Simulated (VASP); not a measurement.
# Sr in VASP: further runs

The runs below take Sr through single point, with PBE.

Program: VASP 6.6.1. These are calculated values, not measurements. Logs are shortened: lines on timing, memory, paths and dates and some standing lists are left out, and cuts for length are marked.

## 1. The cell of the first run

The cell holds a sheet with vacuum, 3 atoms: a = 4.334 Å, b = 4.334 Å, c = 18.000 Å, α = 90.00°, β = 90.00°, γ = 90.00°.

## 2. Single point, PBE

INCAR

```
PREC = Accurate ; ENCUT = 520
EDIFF = 1E-7 ; ISMEAR = 0
SIGMA = 0.1 ; LREAL = F
LASPH = T ; NELM = 80
ALGO = Normal ; ISIF = 2
LWAVE = F ; LCHARG = T
LDIPOL = T ; IDIPOL = 3
DIPOL = 0.5 0.5 0.500 ; GGA = PE
LELF = T ; LVHAR = T
LVACPOTAV = T ; NBANDS = 22
```

KPOINTS

```
regular mesh
0
Gamma
  4 4 1
```

POSCAR

```
Sr
1.0
    4.3341130000      0.0000000000      0.0000000000
    0.0000000000      4.3341130000      0.0000000000
    0.0000000000      0.0000000000     18.0000000000
Sr
3
Direct
    0.0000000000      0.0000000000      0.5838461300
    0.0000000000      0.0000000000      0.4161538700
    0.5000000000      0.5000000000      0.5000000000
```

Potentials or basis: VASP PAW PBE potentials, release 64 (Sr_sv).

Command:

```console
> cat potpaw_PBE.64/Sr_sv/POTCAR > POTCAR
> mpirun -np 1 vasp_std > vasp.out
```

OUTCAR:

```text
PREC = Accurate
   ENCUT = 520
   EDIFF = 1E-7
   ISMEAR = 0
   LREAL = F
   LASPH = T
   NELM = 80
   ISIF = 2
   GGA = PE

 ion  position               nearest neighbor table
   1  0.000  0.000  0.584-   2 3.02   3 3.42   3 3.42   3 3.42   3 3.42
   2  0.000  0.000  0.416-   1 3.02   3 3.42   3 3.42   3 3.42   3 3.42
   3  0.500  0.500  0.500-   1 3.42   2 3.42   1 3.42   2 3.42   1 3.42   2 3.42   1 3.42   2 3.42

  LATTYP: Found a simple tetragonal cell.
 ALAT       =     4.3341130000
 C/A-ratio  =     4.1530989155

  Lattice vectors:

 A1 = (   4.3341130000,   0.0000000000,   0.0000000000)
 A2 = (   0.0000000000,   4.3341130000,   0.0000000000)
 A3 = (   0.0000000000,   0.0000000000,  18.0000000000)

Analysis of symmetry for initial positions (statically):
=====================================================================
 Subroutine PRICEL returns:
 Original cell was already a primitive cell.

 Routine SETGRP: Setting up the symmetry group for a
 simple tetragonal supercell.

 Subroutine GETGRP returns: Found 16 space group operations
 (whereof 16 operations were pure point group operations)
 out of a pool of 16 trial point group operations.

The static configuration has the point symmetry D_4h.

Analysis of symmetry for dynamics (positions and initial velocities):
=====================================================================
 Subroutine PRICEL returns:
 Original cell was already a primitive cell.

 Routine SETGRP: Setting up the symmetry group for a
 simple tetragonal supercell.

 Subroutine GETGRP returns: Found 16 space group operations
 (whereof 16 operations were pure point group operations)
 out of a pool of 16 trial point group operations.

The dynamic configuration has the point symmetry D_4h.

 Subroutine INISYM returns: Found 16 space group operations
 (whereof 16 operations are pure point group operations),
 and found     1 'primitive' translations

----------------------------------------------------------------------------------------

                                     Primitive cell

  volume of cell :     338.1216

  direct lattice vectors                    reciprocal lattice vectors
     4.334113000  0.000000000  0.000000000     0.230727718  0.000000000  0.000000000
     0.000000000  4.334113000  0.000000000     0.000000000  0.230727718  0.000000000
     0.000000000  0.000000000 18.000000000     0.000000000  0.000000000  0.055555556

  length of vectors
     4.334113000  4.334113000 18.000000000     0.230727718  0.230727718  0.055555556

  position of ions in fractional coordinates (direct lattice)
     0.000000000  0.000000000  0.583846130
     0.000000000  0.000000000  0.416153870
     0.500000000  0.500000000  0.500000000

  ion indices of the primitive-cell ions
   primitive index   ion index
                 1           1
                 2           2
                 3           3

----------------------------------------------------------------------------------------

 KPOINTS: regular mesh

Automatic generation of k-mesh.
 Grid dimensions read from file:
 generate k-points for:    4    4    1

 Generating k-lattice:

  Cartesian coordinates                     Fractional coordinates (reciprocal lattice)
     0.057681929  0.000000000  0.000000000     0.250000000  0.000000000  0.000000000
     0.000000000  0.057681929  0.000000000     0.000000000  0.250000000  0.000000000
     0.000000000  0.000000000  0.055555556     0.000000000  0.000000000  1.000000000

  Length of vectors
     0.057681929  0.057681929  0.055555556

  Shift w.r.t. Gamma in fractional coordinates (k-lattice)
     0.000000000  0.000000000  0.000000000

 Subroutine IBZKPT returns following result:
 ===========================================

 Found      6 irreducible k-points:

 Following reciprocal coordinates:
            Coordinates               Weight
  0.000000  0.000000  0.000000      1.000000
  0.250000  0.000000  0.000000      4.000000
  0.500000  0.000000  0.000000      2.000000
  0.250000  0.250000  0.000000      4.000000
  0.500000  0.250000  0.000000      4.000000
  0.500000  0.500000  0.000000      1.000000
   k-points           NKPTS =      6   k-points in BZ     NKDIM =      6   number of bands    NBANDS=     22
   number of dos      NEDOS =    301   number of ions     NIONS =      3
   total plane-waves  NPLWV = 143360
   dimension x,y,z NGX =    32 NGY =   32 NGZ =  140
   dimension x,y,z NGXF=    64 NGYF=   64 NGZF=  280
   ions per type =               3
   NGX,Y,Z   is equivalent  to a cutoff of  12.27, 12.27, 12.93 a.u.
   NGXF,Y,Z  is equivalent  to a cutoff of  24.55, 24.55, 25.86 a.u.
 SYSTEM =  unknown system
   PREC   = accura    normal or accurate (medium, high low for compatibility)
   ISTART =      0    job   : 0-new  1-cont  2-samecut
   ICHARG =      2    charge: 1-file 2-atom 10-const
   ISPIN  =      1    spin polarized calculation?
   LNONCOLLINEAR =      F non collinear calculations
   LSORBIT =      F    spin-orbit coupling
   LASPH  =      T    aspherical Exc in radial PAW
   ENCUT  =  520.0 eV  38.22 Ry    6.18 a.u.   8.06  8.06 33.47*2*pi/ulx,y,z
   NELM   =     80;   NELMIN=  2; NELMDL= -5     # of ELM steps
   EDIFF  = 0.1E-06   stopping-criterion for ELM
   LREAL  =      F    real-space projection
   EDIFFG = 0.1E-05   stopping-criterion for IOM
   NSW    =      0    number of steps for IOM
   IBRION =     -1    ionic relax: 0-MD 1-quasi-New 2-CG
   NFREE  =      0    steps in history (QN), initial steepest desc. (CG)
   ISIF   =      2    stress and relaxation
   ISYM   =      2    0-nonsym 1-usesym 2-fastsym
   POTIM  = 0.5000    time-step for ionic-motion
   TEBEG  =    0.0;   TEEND  =   0.0 temperature during run
   PSTRESS=    0.0 pullay stress
   NELECT =      30.0000    total number of electrons
   NUPDOWN=      -1.0000    fix difference up-down
   EMIN   =  10.00;   EMAX   =-10.00  energy-range for DOS
   EFERMI =   0.00;   METHOD = LEGACY
   ISMEAR =     0;   SIGMA  =   0.10  broadening in eV -4-tet -1-fermi 0-gaus
   EFERMI_NEDOS =   21; number of points for ismear=-14 and -15
   IALGO  =     38    algorithm
   IMIX   =      4    mixing-type and parameters
     AMIX     =   0.40;   BMIX     =  1.00
     AMIX_MAG =   1.60;   BMIX_MAG =  1.00
  volume/ion in A,a.u.               =     112.71       760.59
  Fermi-wavevector in a.u.,A,eV,Ry     =   0.730170  1.379822  7.253931  0.533149
  Thomas-Fermi vector in A             =   1.822074
   LORBIT       =      0    0 simple, 1 ext, 2 COOP (PROOUT), +10 PAW based schemes
   GGA     = PE    functional components
   LHFCALC =     F    Hartree Fock is set to
   AEXX    =    0.0000 exact exchange contribution
   IVDW    =     0    specifies the selected vdW correction
   LEPSILON=     F    determine dielectric tensor
   LRPA    =     F    only Hartree local field effects (RPA)
 non-spin polarized calculation
 Gauss-broadening in eV      SIGMA  =   0.10
  energy-cutoff  :      520.00
  volume of cell :      338.12
 maximum number of plane-waves:      9176
   NGX = 17   NGY = 17   NGZ = 67

 dipolmoment           0.000000      0.000000      0.000000 electrons x Angstroem

 number of electron      29.9999999 magnetization

 dipolmoment           0.000000      0.000000     -0.000000 electrons x Angstroem

 Free energy of the ion-electron system (eV)
  ---------------------------------------------------
  ext. energy  EPLUGINS =         0.00000000
  ---------------------------------------------------
  free energy    TOTEN  =        -1.56714739 eV

  energy without entropy =       -1.53718483  energy(sigma->0) =       -1.55216611

 E-fermi :  -0.8680     XC(G=0):  -3.7284

 val. band max:       -0.9088250187   @ k =   0.5000   0.5000   0.0000
 cond. band min:      -0.8538308417   @ k =   0.5000   0.0000   0.0000
 fundamental gap:      0.0549941770
 Fermi energy:        -0.8679644549

 k-point     1 :       0.0000    0.0000    0.0000
  band No.  band energies     occupation
      1     -37.2481      2.00000
      2     -37.0937      2.00000
      3     -36.4146      2.00000
      4     -19.8938      2.00000
      5     -19.3533      2.00000
      6     -19.3533      2.00000
      7     -19.0582      2.00000
      8     -19.0582      2.00000
      9     -18.9252      2.00000
     10     -18.6161      2.00000
     11     -18.3158      2.00000
     12     -18.3158      2.00000
     13      -4.0852      2.00000
     14      -2.1925      2.00000
     15      -1.8963      2.00000
     16      -0.6077      0.00023
     17       0.0089      0.00000
     18       0.6081      0.00000
     19       0.7465      0.00000
     20       0.9376      0.00000
     21       1.1573      0.00000
     22       1.1573      0.00000

 k-point     2 :       0.2500    0.0000    0.0000
  band No.  band energies     occupation
      1     -37.2393      2.00000
      2     -37.0916      2.00000
      3     -36.4201      2.00000
      4     -19.9308      2.00000
      5     -19.3282      2.00000
      6     -19.2840      2.00000
      7     -19.2130      2.00000
      8     -19.0530      2.00000
      9     -18.8886      2.00000
     10     -18.5256      2.00000
     11     -18.4074      2.00000
     12     -18.3909      2.00000
     13      -3.3726      2.00000
     14      -1.8617      2.00000
     15      -1.6151      2.00000
     16      -0.7328      0.05602
     17       0.1469      0.00000
     18       0.1549      0.00000
     19       0.2149      0.00000
     20       1.1692      0.00000
     21       1.2529      0.00000
     22       1.4536      0.00000

 k-point     3 :       0.5000    0.0000    0.0000
  band No.  band energies     occupation
      1     -37.2305      2.00000
      2     -37.0895      2.00000
      3     -36.4256      2.00000
      4     -19.9633      2.00000
      5     -19.3213      2.00000
      6     -19.3072      2.00000
      7     -19.2005      2.00000
      8     -19.0479      2.00000
      9     -18.8730      2.00000
     10     -18.4970      2.00000
     11     -18.4803      2.00000
     12     -18.4604      2.00000
     13      -2.1734      2.00000
     14      -1.7618      2.00000
     15      -1.5131      2.00000
     16      -0.8538      0.84157
     17      -0.1560      0.00000
     18      -0.1252      0.00000
     19       0.5544      0.00000
     20       0.5878      0.00000
     21       1.5883      0.00000
     22       1.7604      0.00000

 k-point     4 :       0.2500    0.2500    0.0000
  band No.  band energies     occupation
      1     -37.2337      2.00000
      2     -37.0895      2.00000
      3     -36.4215      2.00000
      4     -19.9243      2.00000
      5     -19.4531      2.00000
      6     -19.2605      2.00000
      7     -19.2072      2.00000
      8     -19.1012      2.00000
      9     -18.8793      2.00000
     10     -18.5286      2.00000
     11     -18.4808      2.00000
     12     -18.3086      2.00000
     13      -2.7445      2.00000
     14      -1.3494      2.00000
     15      -1.0177      1.96583
     16      -0.9637      1.82425
     17       0.0163      0.00000
     18       0.3717      0.00000
     19       0.4172      0.00000
     20       0.7690      0.00000
     21       0.9142      0.00000
     22       1.3677      0.00000

 k-point     5 :       0.5000    0.2500    0.0000
  band No.  band energies     occupation
      1     -37.2281      2.00000
      2     -37.0875      2.00000
      3     -36.4230      2.00000
      4     -19.9272      2.00000
      5     -19.4412      2.00000
      6     -19.3874      2.00000
      7     -19.2446      2.00000
      8     -19.0963      2.00000
      9     -18.8694      2.00000
     10     -18.5415      2.00000
     11     -18.3787      2.00000
     12     -18.3777      2.00000
     13      -1.6081      2.00000
     14      -1.2677      2.00000
     15      -0.7989      0.32869
     16      -0.7263      0.04520
     17      -0.3635      0.00000
     18       0.0183      0.00000
     19       0.5150      0.00000
     20       0.8627      0.00000
     21       1.1856      0.00000
     22       1.8024      0.00000

 k-point     6 :       0.5000    0.5000    0.0000
  band No.  band energies     occupation
      1     -37.2257      2.00000
      2     -37.0855      2.00000
      3     -36.4203      2.00000
      4     -19.8758      2.00000
      5     -19.5531      2.00000
      6     -19.5531      2.00000
      7     -19.1440      2.00000
      8     -19.1440      2.00000
      9     -18.8658      2.00000
     10     -18.6466      2.00000
     11     -18.2969      2.00000
     12     -18.2969      2.00000
     13      -1.2665      2.00000
     14      -0.9088      1.43664
     15      -0.3460      0.00000
     16      -0.3460      0.00000
     17       0.2208      0.00000
     18       0.4990      0.00000
     19       0.4990      0.00000
     20       1.1918      0.00000
     21       1.1918      0.00000
     22       1.9204      0.00000

------------------------ aborting loop because EDIFF is reached ----------------------------------------

  FORCE on cell =-STRESS in cart. coord.  units (eV):
  Direction    XX          YY          ZZ          XY          YZ          ZX
  --------------------------------------------------------------------------------------
  -------------------------------------------------------------------------------------
  Total        6.6348798      6.6348798      8.4060280      0.0000000      0.0000000      0.0000000
  in kB       31.4391414     31.4391414     39.8316637      0.0000000      0.0000000      0.0000000
  external PRESSURE =      34.2366488 kB  Pullay stress =       0.0000000 kB

 VOLUME and BASIS-vectors are now :
 -----------------------------------------------------------------------------
  energy-cutoff  :      520.00
  volume of cell :      338.12
      direct lattice vectors                 reciprocal lattice vectors
     4.334113000  0.000000000  0.000000000     0.230727718  0.000000000  0.000000000
     0.000000000  4.334113000  0.000000000     0.000000000  0.230727718  0.000000000
     0.000000000  0.000000000 18.000000000     0.000000000  0.000000000  0.055555556

 POSITION                                       TOTAL-FORCE (eV/Angst)
 -----------------------------------------------------------------------------------
      0.00000      0.00000     10.50923        -0.000000      0.000000      2.787465
      0.00000      0.00000      7.49077         0.000000      0.000000     -2.787465
      2.16706      2.16706      9.00000         0.000000     -0.000000      0.000000
 -----------------------------------------------------------------------------------
    total drift:                                0.000000      0.000000     -0.000000

  FREE ENERGIE OF THE ION-ELECTRON SYSTEM (eV)
  ---------------------------------------------------
  free  energy   TOTEN  =        -1.5671473939 eV

  energy  without entropy=       -1.5371848330  energy(sigma->0) =       -1.55216611

 vacuum level on the upper side and lower side of the slab         2.043         2.043
```

Wall time 50 s (1 thread of Intel Xeon 6975P-C (Granite Rapids), shared host); peak memory 0.37 GiB.

Results:

- Free energy: -1.5671 eV
- Largest force: 2.787 eV/Å
- Band gap on the k mesh: zero (band 15 reaches -0.35 eV, above the bottom of band 16 at -0.96 eV)

Forces on the atoms (eV/Å):
```
Sr   0.000  0.000  2.787
Sr   0.000  0.000 -2.787
Sr   0.000  0.000  0.000
```

Caveat: the k points lie up to 0.36 Å⁻¹ apart.

## 3. Single point, PBE

INCAR

```
SYSTEM = Sr
  PREC = Accurate
  ENCUT = 520
  EDIFF = 1E-6
  ISMEAR = 0
  SIGMA = 0.1
  LREAL = .False.
  LASPH = .True.
  NELM = 100
  ALGO = Normal
  ISIF = 2
  LWAVE = .False.
  LCHARG = .False.
  LDIPOL = .True.
  IDIPOL = 3
  DIPOL = 0.5 0.5 0.500
  GGA = PE
  NBANDS = 22
```

KPOINTS

```
Automatic mesh
0
Gamma
  4 4 1
  0 0 0
```

POSCAR is that of step 2.

Potentials or basis: VASP PAW PBE potentials, release 64 (Sr_sv).

Command:

```console
> cat potpaw_PBE.64/Sr_sv/POTCAR > POTCAR
> mpirun -np 1 vasp_std > vasp.out
```

It took 45 s on 1 thread of Intel Xeon 6975P-C (Granite Rapids), shared host; peak memory 0.37 GiB.

The run converged. Its results:

| Quantity | Value |
| --- | --- |
| Free energy | -1.5671 eV |
| Largest force | 2.787 eV/Å |
| Band gap on the k mesh | zero (band 15 reaches -0.35 eV, above the bottom of band 16 at -0.96 eV) |

Forces on the atoms (eV/Å):
```
Sr   0.000  0.000  2.787
Sr   0.000  0.000 -2.787
Sr   0.000  0.000  0.000
```

Levels at points of the mesh, in eV from the Fermi level:
```
           k point  band 13  band 14  band 15  band 16  band 17  band 18
(0.00, 0.00, 0.00)    -3.22    -1.32    -1.03     0.26     0.88     1.48
(0.50, 0.00, 0.00)    -1.31    -0.89    -0.65     0.01     0.71     0.74
(0.50, 0.50, 0.00)    -0.40    -0.04     0.52     0.52     1.09     1.37
```

Caveat: the k points lie up to 0.36 Å⁻¹ apart.
